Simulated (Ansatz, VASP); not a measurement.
One calculation of Cr, two programs

```
Cr
1.0
     0.00000    1.75744    1.75744
     1.75744    0.00000    1.75744
     1.75744    1.75744    0.00000
Cr
1
Direct
  0.00000 0.00000 0.00000
```

Alike in both runs: task single point; functional PBE; k mesh 8 × 8 × 8; collinear spin.

```csv
,VASP,Ansatz
version,VASP 6.6.1,Ansatz 0.2 development build
potentials or method,"VASP PAW PBE potentials, release 64 (Cr_pv)",scalar-relativistic
plane-wave cutoff (eV),500,1279
occupations,"fermi-dirac, width 0.1 eV",fermi-dirac
```

```tsv
	VASP	Ansatz	Ansatz less VASP
net moment per atom (μB)	0.00	0.00	0.000
```

The k mesh is coarse, so the values compare programs but aren't converged.
